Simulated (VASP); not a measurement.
A run of VASP 6.6.1 is set up as follows.

File POSCAR:

```
Zr3S2
1.0
    2.8737944654      1.6591860082      3.4815460740
   -2.8737944654      1.6591860082      3.4815460740
    0.0000000000     -3.3183720164      3.4815460741
Zr S
3 2
Direct
    0.8388762739      0.5000000000      0.1611237261
    0.5000000000      0.1611237261      0.8388762739
    0.1611237261      0.8388762739      0.5000000000
    0.6645097860      0.6645097860      0.6645097860
    0.3354902140      0.3354902140      0.3354902140
```

The input INCAR.step1:

```
SYSTEM = Zr3S2
PREC = Accurate
ENCUT = 520
ISMEAR = -1
SIGMA = 0.05
LREAL = .FALSE.
LASPH = .TRUE.
NELM = 100
NBANDS = 32
GGA = PE
ALGO = Normal
EDIFF = 1E-4
LWAVE = .TRUE.
LCHARG = .FALSE.
```

The input INCAR.step2:

```
SYSTEM = Zr3S2
PREC = Accurate
ENCUT = 520
EDIFF = 1E-7
ISMEAR = -1
SIGMA = 0.05
LREAL = .FALSE.
LASPH = .TRUE.
NELM = 100
ALGO = Normal
ISIF = 2
LWAVE = .FALSE.
LCHARG = .TRUE.
METAGGA = R2SCAN
LMIXTAU = .TRUE.
IVDW = 12
VDW_S6 = 1.0
VDW_S8 = 0.78981345
VDW_A1 = 0.49484001
VDW_A2 = 5.73083694
LELF = .TRUE.
LVHAR = .TRUE.
NBANDS = 32
ISTART = 1
```

The input KPOINTS:

```
Automatic mesh
0
G
  6 6 6
  0 0 0
```

Potentials or basis: VASP PAW PBE potentials, release 64 (Zr_sv, S).

Run with:

```sh
$ cat potpaw_PBE.64/Zr_sv/POTCAR potpaw_PBE.64/S/POTCAR > POTCAR
$ cp INCAR.step1 INCAR
$ mpirun -np 1 vasp_std > vasp.out
$ cp INCAR.step2 INCAR
$ mpirun -np 1 vasp_std > vasp.out
```

(1) What does it give for the band gap on the k mesh?

(2) Predict the dispersion energy per atom.

(3) What does it give for the largest force?

Results:

(1) zero (bands 24 and 25 overlap by 0.23 eV).

(2) -0.229 eV.

(3) 0.006 eV/Å.

Caveat: the PAW data sets were made with another functional, which shifts forces and pressure a little.
